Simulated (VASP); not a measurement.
The system is NbW2.

```
Nb W
1.0
     4.80339    0.00000    0.00000
    -2.40170    4.15986    0.00000
     0.00000    0.00000    2.58591
Nb W
1 2
Direct
  0.00000 0.00000 0.00000
  0.33333 0.66667 0.50000
  0.66667 0.33333 0.50000
```

| Quantity | Value |
| --- | --- |
| Program | VASP 6.6.1 |
| Task | relaxation of cell and atoms |
| Functional | PBE |
| Potentials or basis | VASP PAW PBE potentials, release 64 (Nb_sv, W_sv) |
| Cutoff | 600 eV |
| k mesh | 12 × 12 × 18 |
| Occupations | gaussian, width 0.1 eV |
| Spin | no spin polarisation |

At the start: pressure 0.1 GPa; volume 17.22 Å³/atom.

Task: Where does the relaxation end?

Result: Over 5 steps the energy falls by 3.4 meV/atom and the volume is 17.20 Å³/atom (-0.1 %); space group P6/mmm (No. 191, to 0.1 Å) before and after.

The path:
```csv
step,energy change (eV),largest force (eV/Å),pressure (GPa),volume (Å³)
1,0.0000,0.0000,0.08,51.67
2,0.0073,0.0000,-0.66,51.72
3,-0.0102,0.0000,-0.36,51.70
4,-0.0098,0.0000,0.80,51.44
5,-0.0103,0.0000,-0.01,51.61
```

Final structure:
```
Nb W
1.0
     4.77815    0.00000    0.00000
    -2.38908    4.13800    0.00000
     0.00000    0.00000    2.61049
Nb W
1 2
Cartesian
  0.0000 0.0000 0.0000
  0.0000 2.7587 1.3052
  2.3891 1.3793 1.3052
```
